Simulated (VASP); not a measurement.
A run of VASP 6.6.1:

Contents of INCAR:

```
SYSTEM = Al3NiSn
ALGO = Fast
EDIFF = 1E-7
EDIFFG = -0.01
ENCUT = 600
GGA = PE
IBRION = 2
ISIF = 3
ISMEAR = 0
LASPH = .True.
LCHARG = .False.
LREAL = .False.
LWAVE = .False.
NELM = 100
NSW = 100
PREC = Accurate
SIGMA = 0.1
```

The input KPOINTS:

```
k-points
0
Gamma
  12 12 6
  0 0 0
```

POSCAR

```
Al3NiSn
1.0
    3.4518900692      0.0000000000      0.0000000000
    0.0000000000      3.4518900692      0.0000000000
    0.0000000000      0.0000000000      7.8676727155
Al Ni Sn
3 1 1
Direct
    0.5000000000      0.5000000000      0.2039036304
    0.5000000000      0.5000000000      0.7960963696
    0.0000000000      0.0000000000      0.5000000000
    0.5000000000      0.5000000000      0.5000000000
    0.0000000000      0.0000000000      0.0000000000
```

Potentials or basis: VASP PAW PBE potentials, release 64 (Al, Ni, Sn_d).

Run with:

```console
$ cat potpaw_PBE.64/Al/POTCAR potpaw_PBE.64/Ni/POTCAR potpaw_PBE.64/Sn_d/POTCAR > POTCAR
$ mpirun -np 1 vasp_std > vasp.out
```

Hardware: 1 thread of Oxide Virtual Turin-like Processor (shared host).

Question: How long does it take, and how much memory?

Answer: It took 36 min on 1 thread of Oxide Virtual Turin-like Processor, on a shared host, peak memory 0.42 GiB. Counts: scf iterations 129, k points 112, ion steps 13.
